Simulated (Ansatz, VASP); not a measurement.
**Two plane-wave programs on Ge5Pt**

```xyz
6
Lattice="4.2868 0.0000 0.0000 0.0000 4.2868 0.0000 0.0000 0.0000 6.6769" Properties=species:S:1:pos:R:3 pbc="T T T"
Ge    2.1434    2.1434    3.3385
Ge    0.0000    2.1434    1.5295
Ge    0.0000    2.1434    5.1474
Ge    2.1434    0.0000    5.1474
Ge    2.1434    0.0000    1.5295
Pt    0.0000    0.0000    0.0000
```

Alike in both runs: functional PBE; k mesh 4 × 4 × 3; occupations gaussian, width 0.2 eV; no spin polarisation.

Ansatz relaxed the structure, and its values are those at the end. VASP's run is a single point on that final structure, the one shown.

|  | VASP | Ansatz |
| --- | --- | --- |
| version | VASP 6.6.1 | Ansatz 0.2.0 |
| potentials or method | VASP PAW PBE potentials, release 64 (Ge_d, Pt), cutoff 520 eV | scalar-relativistic, plane waves, PAW |
| valence electrons in the cell | 80 | 88 |

```tsv
	VASP	Ansatz	Ansatz less VASP
gap on the k mesh at the Fermi level (eV)	none	none	-
pressure (GPa)	0.0	0.0	-0.01
rms of the force components (eV/Å)	0.016	0.016	+0.0005
```

A gap of «none» marks a metal or a gap that the smearing closes. With one functional, cell and mesh, what is left measures potentials, basis and numerics. VASP's potentials hold 80 valence electrons a cell and Ansatz's 88, so a difference there can come from the potentials and not from the codes.

The k mesh is coarse, so the values compare programs but aren't converged. Neither program's run includes spin-orbit coupling.
